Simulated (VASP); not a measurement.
# Ru4Cl in VASP: relaxation of the atoms with PBE

Aim: the relaxation of the atoms of Ru4Cl with PBE.

Program: VASP 6.6.1. These are calculated values, not measurements. Logs are shortened: lines on timing, memory, paths and dates and some standing lists are left out, and cuts for length are marked.

**1. The cell of the first run**

The cell holds a slab with vacuum, 5 atoms: a = 2.720 Å, b = 2.720 Å, c = 21.866 Å, α = 90.00°, β = 90.00°, γ = 120.00°.

**2. Relaxation of the atoms, PBE**

File INCAR:

```
SYSTEM = Ru4Cl
PREC = Accurate ; ENCUT = 520
EDIFF = 1E-7 ; ISMEAR = 0
SIGMA = 0.1 ; LREAL = .FALSE.
LASPH = .TRUE. ; NELM = 60
ALGO = Normal ; ISIF = 2
LWAVE = .FALSE. ; LCHARG = .FALSE.
LDIPOL = .TRUE. ; IDIPOL = 3
DIPOL = 0.5 0.5 0.381 ; GGA = PE
IBRION = 2 ; NSW = 36
EDIFFG = -0.025
```

File KPOINTS:

```
Automatic mesh
0
G
  12 12 1
  0 0 0
```

File POSCAR:

```
Ru4Cl
1.0
    2.7197977464      0.0000000000      0.0000000000
   -1.3598988732      2.3554139415      0.0000000000
    0.0000000000      0.0000000000     21.8663388628
Ru Cl
4 1
Selective dynamics
Direct
    0.6666666667      0.3333333333      0.1829295716  F F F
    0.3333333333      0.6666666667      0.2811778378  F F F
    0.6666666667      0.3333333333      0.3790816283  F F F
    0.3333333333      0.6666666667      0.4740774817  F F F
    0.3333333333      0.6666666667      0.5874938161  F F T
```

Potentials or basis: VASP PAW PBE potentials, release 64 (Ru_pv, Cl).

Started as:

```bash
$ cat potpaw_PBE.64/Ru_pv/POTCAR potpaw_PBE.64/Cl/POTCAR > POTCAR
$ mpirun -np 1 vasp_std > vasp.out
```

OUTCAR:

```text
SYSTEM = Ru4Cl
   PREC = Accurate
   ENCUT = 520
   EDIFF = 1E-7
   ISMEAR = 0
   LREAL = .FALSE.
   LASPH = .TRUE.
   NELM = 60
   ISIF = 2
   GGA = PE
   IBRION = 2
   NSW = 36
   EDIFFG = -0.025

 ion  position               nearest neighbor table
   1  0.667  0.333  0.183-   2 2.66   2 2.66   2 2.66
   2  0.333  0.667  0.281-   3 2.65   3 2.65   3 2.65   1 2.66   1 2.66   1 2.66
   3  0.667  0.333  0.379-   4 2.60   4 2.60   4 2.60   2 2.65   2 2.65   2 2.65
   4  0.333  0.667  0.474-   5 2.48   3 2.60   3 2.60   3 2.60
   5  0.333  0.667  0.587-   4 2.48

  LATTYP: Found a hexagonal cell.
 ALAT       =     2.7197977464
 C/A-ratio  =     8.0396929852

  Lattice vectors:

 A1 = (   2.7197977464,   0.0000000000,   0.0000000000)
 A2 = (  -1.3598988732,   2.3554139415,   0.0000000000)
 A3 = (   0.0000000000,   0.0000000000,  21.8663388628)

Analysis of symmetry for initial positions (statically):
=====================================================================
 Subroutine PRICEL returns:
 Original cell was already a primitive cell.

 Routine SETGRP: Setting up the symmetry group for a
 hexagonal supercell.

 Subroutine GETGRP returns: Found  6 space group operations
 (whereof  6 operations were pure point group operations)
 out of a pool of 24 trial point group operations.

The static configuration has the point symmetry C_3v.

Analysis of symmetry for dynamics (positions and initial velocities):
=====================================================================
 Subroutine PRICEL returns:
 Original cell was already a primitive cell.

 Routine SETGRP: Setting up the symmetry group for a
 hexagonal supercell.

 Subroutine GETGRP returns: Found  6 space group operations
 (whereof  6 operations were pure point group operations)
 out of a pool of 24 trial point group operations.

The dynamic configuration has the point symmetry C_3v.

Analysis of constrained symmetry for selective dynamics:
=====================================================================
 Subroutine PRICEL returns:
 Original cell was already a primitive cell.

 Routine SETGRP: Setting up the symmetry group for a
 hexagonal supercell.

 Subroutine GETGRP returns: Found  6 space group operations
 (whereof  6 operations were pure point group operations)
 out of a pool of 24 trial point group operations.

The constrained configuration has the point symmetry C_3v.

 Subroutine INISYM returns: Found  6 space group operations
 (whereof  6 operations are pure point group operations),
 and found     1 'primitive' translations

----------------------------------------------------------------------------------------

                                     Primitive cell

  volume of cell :     140.0812

  direct lattice vectors                    reciprocal lattice vectors
     2.719797746  0.000000000  0.000000000     0.367674398  0.212276913  0.000000000
    -1.359898873  2.355413942  0.000000000     0.000000000  0.424553826  0.000000000
     0.000000000  0.000000000 21.866338863     0.000000000  0.000000000  0.045732393

  length of vectors
     2.719797746  2.719797746 21.866338863     0.424553826  0.424553826  0.045732393

  position of ions in fractional coordinates (direct lattice)
     0.666666667  0.333333333  0.182929572
     0.333333333  0.666666667  0.281177838
     0.666666667  0.333333333  0.379081628
     0.333333333  0.666666667  0.474077482
     0.333333333  0.666666667  0.587493816

  ion indices of the primitive-cell ions
   primitive index   ion index
                 1           1
                 2           2
                 3           3
                 4           4
                 5           5

----------------------------------------------------------------------------------------

[... 45 lines left out ...]
   k-points           NKPTS =     19   k-points in BZ     NKDIM =     19   number of bands    NBANDS=     37
   number of dos      NEDOS =    301   number of ions     NIONS =      5
   total plane-waves  NPLWV =  67200
   dimension x,y,z NGX =    20 NGY =   20 NGZ =  168
   dimension x,y,z NGXF=    40 NGYF=   40 NGZF=  336
   ions per type =               4   1
   NGX,Y,Z   is equivalent  to a cutoff of  12.22, 12.22, 12.77 a.u.
   NGXF,Y,Z  is equivalent  to a cutoff of  24.45, 24.45, 25.55 a.u.
 SYSTEM =  Ru4Cl
   PREC   = accura    normal or accurate (medium, high low for compatibility)
   ISTART =      0    job   : 0-new  1-cont  2-samecut
   ICHARG =      2    charge: 1-file 2-atom 10-const
   ISPIN  =      1    spin polarized calculation?
   LNONCOLLINEAR =      F non collinear calculations
   LSORBIT =      F    spin-orbit coupling
   LASPH  =      T    aspherical Exc in radial PAW
   ENCUT  =  520.0 eV  38.22 Ry    6.18 a.u.   5.06  5.06 40.66*2*pi/ulx,y,z
   NELM   =     60;   NELMIN=  2; NELMDL= -5     # of ELM steps
   EDIFF  = 0.1E-06   stopping-criterion for ELM
   LREAL  =      F    real-space projection
   EDIFFG = -.3E-01   stopping-criterion for IOM
   NSW    =     36    number of steps for IOM
   IBRION =      2    ionic relax: 0-MD 1-quasi-New 2-CG
   NFREE  =      1    steps in history (QN), initial steepest desc. (CG)
   ISIF   =      2    stress and relaxation
   ISYM   =      2    0-nonsym 1-usesym 2-fastsym
   POTIM  = 0.5000    time-step for ionic-motion
   TEBEG  =    0.0;   TEEND  =   0.0 temperature during run
   PSTRESS=    0.0 pullay stress
   NELECT =      63.0000    total number of electrons
   NUPDOWN=      -1.0000    fix difference up-down
   EMIN   =  10.00;   EMAX   =-10.00  energy-range for DOS
   EFERMI =   0.00;   METHOD = LEGACY
   ISMEAR =     0;   SIGMA  =   0.10  broadening in eV -4-tet -1-fermi 0-gaus
   EFERMI_NEDOS =   21; number of points for ismear=-14 and -15
   IALGO  =     38    algorithm
   IMIX   =      4    mixing-type and parameters
     AMIX     =   0.40;   BMIX     =  1.00
     AMIX_MAG =   1.60;   BMIX_MAG =  1.00
  volume/ion in A,a.u.               =      28.02       189.06
  Fermi-wavevector in a.u.,A,eV,Ry     =   1.254282  2.370248 21.404988  1.573222
  Thomas-Fermi vector in A             =   2.388094
   LORBIT       =      0    0 simple, 1 ext, 2 COOP (PROOUT), +10 PAW based schemes
   GGA     = PE    functional components
   LHFCALC =     F    Hartree Fock is set to
   AEXX    =    0.0000 exact exchange contribution
   IVDW    =     0    specifies the selected vdW correction
   LEPSILON=     F    determine dielectric tensor
   LRPA    =     F    only Hartree local field effects (RPA)
 conjugate gradient relaxation of ions
 non-spin polarized calculation
 Gauss-broadening in eV      SIGMA  =   0.10
  energy-cutoff  :      520.00
  volume of cell :      140.08
 maximum number of plane-waves:      3813
   NGX = 11   NGY = 11   NGZ = 81

--------------------------------------- Ionic step        1  -------------------------------------------

 number of electron      63.0000020 magnetization

 Free energy of the ion-electron system (eV)
  ---------------------------------------------------
  ext. energy  EPLUGINS =         0.00000000
  ---------------------------------------------------
  free energy    TOTEN  =       -37.03744497 eV

  energy without entropy =      -37.01366155  energy(sigma->0) =      -37.02555326

------------------------ aborting loop because EDIFF is reached ----------------------------------------

  FORCE on cell =-STRESS in cart. coord.  units (eV):
  Direction    XX          YY          ZZ          XY          YZ          ZX
  --------------------------------------------------------------------------------------
  -------------------------------------------------------------------------------------
  Total        1.3146377      1.3146377     -4.0945956      0.0000000      0.0000000      0.0000000
  in kB       15.0361527     15.0361527    -46.8318881      0.0000000      0.0000000      0.0000000
  external PRESSURE =      -5.5865276 kB  Pullay stress =       0.0000000 kB
[... 106 lines left out ...]
 number of electron      63.0000020 magnetization

------------------------ aborting loop because EDIFF is reached ----------------------------------------

 vacuum level on the upper side and lower side of the slab       (xc-potential included)         0.054        -0.068

  FORCE on cell =-STRESS in cart. coord.  units (eV):
  Direction    XX          YY          ZZ          XY          YZ          ZX
  --------------------------------------------------------------------------------------
  -------------------------------------------------------------------------------------
  Total        2.1580414      2.1580414     -0.3509039      0.0000000     -0.0000000      0.0000000
  in kB       24.6825733     24.6825733     -4.0134588      0.0000000     -0.0000000      0.0000000
  external PRESSURE =      15.1172293 kB  Pullay stress =       0.0000000 kB
[... 20 lines left out ...]
  FREE ENERGIE OF THE ION-ELECTRON SYSTEM (eV)
  ---------------------------------------------------
  free  energy   TOTEN  =       -37.1956754254 eV

  energy  without entropy=      -37.1760245325  energy(sigma->0) =      -37.18584998

 dipolmoment           0.000000      0.000000     -0.002003 electrons x Angstroem

--------------------------------------- Ionic step        5  -------------------------------------------

 number of electron      63.0000019 magnetization

 dipolmoment           0.000000      0.000000      0.004970 electrons x Angstroem

 Free energy of the ion-electron system (eV)
  ---------------------------------------------------
  ext. energy  EPLUGINS =         0.00000000
  ---------------------------------------------------
  free energy    TOTEN  =       -37.19624273 eV

  energy without entropy =      -37.17638821  energy(sigma->0) =      -37.18631547

 E-fermi :   3.1219     XC(G=0):  -7.4500

 val. band max:        3.0991021638   @ k =   0.4167  -0.0000   0.0000
 cond. band min:       3.1547614961   @ k =   0.0833   0.0000   0.0000
 fundamental gap:      0.0556593323
 Fermi energy:         3.1218697979

 k-point     1 :       0.0000    0.0000    0.0000
  band No.  band energies     occupation
      1     -40.4458      2.00000
      2     -40.0764      2.00000
      3     -39.6316      2.00000
      4     -39.6316      2.00000
      5     -39.6280      2.00000
      6     -39.5202      2.00000
[... 749 lines left out ...]
     36       4.9104      0.00000
     37      10.4766      0.00000

------------------------ aborting loop because EDIFF is reached ----------------------------------------

 vacuum level on the upper side and lower side of the slab       (xc-potential included)        -0.092        -0.264

  FORCE on cell =-STRESS in cart. coord.  units (eV):
  Direction    XX          YY          ZZ          XY          YZ          ZX
  --------------------------------------------------------------------------------------
  -------------------------------------------------------------------------------------
  Total        2.1255336      2.1255336     -0.6479078      0.0000000      0.0000000     -0.0000000
  in kB       24.3107655     24.3107655     -7.4104378      0.0000000      0.0000000     -0.0000000
  external PRESSURE =      13.7370311 kB  Pullay stress =       0.0000000 kB
[... 20 lines left out ...]
  FREE ENERGIE OF THE ION-ELECTRON SYSTEM (eV)
  ---------------------------------------------------
  free  energy   TOTEN  =       -37.1962427347 eV

  energy  without entropy=      -37.1763882090  energy(sigma->0) =      -37.18631547

 reached required accuracy - stopping structural energy minimisation

 vacuum level on the upper side and lower side of the slab         8.188         8.012
```

Run time: 17 min. Hardware: 1 thread of Intel Xeon 8259CL, shared host; peak memory 0.3 GiB.

Results:

```
Free energy               : -37.1962 eV
Energy gained by relaxing : 31.8 meV/atom
Ionic steps               : 5
Band gap on the k mesh    : zero (an odd number of electrons rules out a gap without spin polarisation)
```

Step by step:
| step | energy change (eV) | largest force on free atoms (eV/Å) | pressure (GPa) |
| --- | --- | --- | --- |
| 1 | 0.0000 | 1.1049 | -0.56 |
| 2 | -0.0559 | 0.9830 | -0.23 |
| 3 | -0.1579 | 0.1290 | 1.22 |
| 4 | -0.1582 | 0.1091 | 1.51 |
| 5 | -0.1588 | 0.0050 | 1.37 |

Final structure:
```yaml
crystal:
  lattice:
    - [2.71980, 0.00000, 0.00000]
    - [-1.35990, 2.35541, 0.00000]
    - [0.00000, 0.00000, 21.86634]
  atoms:
    - { symbol: Ru, position: [0.66667, 0.33333, 0.18293] }
    - { symbol: Ru, position: [0.33333, 0.66667, 0.28118] }
    - { symbol: Ru, position: [0.66667, 0.33333, 0.37908] }
    - { symbol: Ru, position: [0.33333, 0.66667, 0.47408] }
    - { symbol: Cl, position: [0.33333, 0.66667, 0.57714] }
```

Caveat: an odd number of electrons without spin polarisation forces a metal; a magnetic or distorted state may lie lower.

The gap in the log of VASP goes by the Fermi energy; the results here count the filled bands.